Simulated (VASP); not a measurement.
Crystal: La2HfO2.

```
CELL_PARAMETERS angstrom
3.92427 0.00000 0.00000
-1.96214 3.39852 0.00000
0.00000 0.00000 8.33327
ATOMIC_POSITIONS crystal
La 0.00000 0.00000 0.68224
La 0.00000 0.00000 0.31776
Hf 0.00000 0.00000 0.00000
O 0.33333 0.66667 0.50000
O 0.66667 0.33333 0.50000
```

The cell was generated, and may not be a known phase.

| Quantity | Value |
| --- | --- |
| Program | VASP 6.6.1 |
| Task | relaxation of cell and atoms |
| Functional | PBE |
| Potentials or basis | VASP PAW PBE potentials, release 64 (La, Hf_pv, O) |
| Cutoff | 600 eV |
| k mesh | 6 × 6 × 2 |
| Occupations | gaussian, width 0.1 eV |
| Spin | no spin polarisation |

At the start: pressure -2.3 GPa; volume 22.23 Å³/atom.

**Question.** How do energy, volume and symmetry change on relaxing?

**Answer.** Over 8 steps the energy falls by 325.8 meV/atom and the volume is 22.81 Å³/atom (+2.6 %); space group P6/mmm (No. 191, to 0.1 Å) before and after.

The path:
| step | energy change (eV) | largest force (eV/Å) | pressure (GPa) | volume (Å³) |
| --- | --- | --- | --- | --- |
| 1 | 0.0000 | 4.5050 | -2.27 | 111.14 |
| 2 | -1.4871 | 0.4759 | 4.74 | 105.77 |
| 3 | -1.4874 | 0.3177 | 5.09 | 105.62 |
| 4 | -1.6230 | 0.2293 | -1.09 | 115.62 |
| 5 | -1.6266 | 0.2385 | -0.30 | 114.10 |
| 6 | -1.6273 | 0.2045 | 0.22 | 114.03 |
| 7 | -1.6285 | 0.0077 | -0.01 | 114.06 |
| 8 | -1.6288 | 0.0013 | 0.05 | 114.03 |

Final structure:
```xyz
5
Lattice="3.8002 0.0000 0.0000 -1.9001 3.2911 0.0000 0.0000 0.0000 9.1173" Properties=species:S:1:pos:R:3 pbc="T T T"
La    0.0000    0.0000    5.9292
La    0.0000    0.0000    3.1881
Hf    0.0000    0.0000    9.1173
O     0.0000    2.1940    4.5586
O     1.9001    1.0970    4.5586
```

Caveat: the k points lie up to 0.34 Å⁻¹ apart in the final cell, too coarse for converged energies and pressures of a metal.
